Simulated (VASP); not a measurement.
A run of VASP 6.6.1:

File INCAR:

```
ALGO = Normal
EDIFF = 1E-7
ENCUT = 520
GGA = PE
ISIF = 2
ISMEAR = -1
LASPH = T
LCHARG = F
LREAL = Auto
LWAVE = F
NBANDS = 98
NELECT = 146.0
NELM = 100
PREC = Accurate
SIGMA = 0.01
```

The input KPOINTS:

```
Automatic mesh
0
Gamma
  1 1 1
  0.25 0.25 0.25
```

The input POSCAR:

```
LiB18N18
1.0
    7.4650312800      0.0000000000      0.0000000000
   -3.7325156400      6.4649067300      0.0000000000
    0.0000000000      0.0000000000      6.4954828800
B N Li
18 18 1
Direct
    0.1150116834      0.2191213360      0.2382326347
    0.2188660756      0.1119912522      0.7620662068
    0.1155352972      0.5542011895      0.2420905465
    0.2167456018      0.4448829844      0.7706751126
    0.1159326835      0.8867657709      0.2469271384
    0.2194376017      0.7795840235      0.7584607782
    0.4483847499      0.2181271995      0.2347077235
    0.5535676385      0.1126534427      0.7584832554
    0.4478484892      0.5549908374      0.2001133748
    0.5548090889      0.4441050923      0.7902347054
    0.4485236894      0.8871532475      0.2423257869
    0.5540922302      0.7822442320      0.7705419431
    0.7825748462      0.2200850004      0.2448084352
    0.8861050861      0.1128853099      0.7557752196
    0.7845822955      0.5543407120      0.2347161910
    0.8863520242      0.4454136959      0.7587223446
    0.7835661608      0.8876372452      0.2385296103
    0.8870324007      0.7801340701      0.7622261642
    0.1089503368      0.2235545013      0.7602198468
    0.2266661701      0.1096054482      0.2423211683
    0.1088285214      0.5568392786      0.7593757217
    0.2275049050      0.4432662558      0.2308111695
    0.1088547059      0.8901716978      0.7565194291
    0.2265656440      0.7761935647      0.2466845082
    0.4423970971      0.2238174595      0.7672458064
    0.5599276065      0.1094275648      0.2454882923
    0.4423478462      0.5565606977      0.7811625546
    0.5595315825      0.4432503236      0.2221714731
    0.4421273577      0.8901582405      0.7589389567
    0.5594983784      0.7751932409      0.2311638761
    0.7755608381      0.2233780100      0.7549461819
    0.8932454835      0.1094113232      0.2445604167
    0.7751804478      0.5565512621      0.7674610329
    0.8932683602      0.4427853517      0.2452080976
    0.7754040268      0.8899877818      0.7603781106
    0.8931689598      0.7760637871      0.2425811951
    0.4858282404      0.5144479478      0.4956783136
```

Potentials or basis: VASP PAW PBE potentials, release 64 (B, N, Li_sv).

Command:

```sh
$ cat potpaw_PBE.64/B/POTCAR potpaw_PBE.64/N/POTCAR potpaw_PBE.64/Li_sv/POTCAR > POTCAR
$ mpirun -np 1 vasp_std > vasp.out
```

Hardware: 1 thread of Intel(R) Xeon(R) 6975P-C (Granite Rapids), with other jobs on the host.

Estimate the wall time of this run.

It took 3.5 min on 1 thread of Intel(R) Xeon(R) 6975P-C (Granite Rapids), with other jobs on the host, peak memory 0.42 GiB. Counts: scf iterations 17, k points 6.
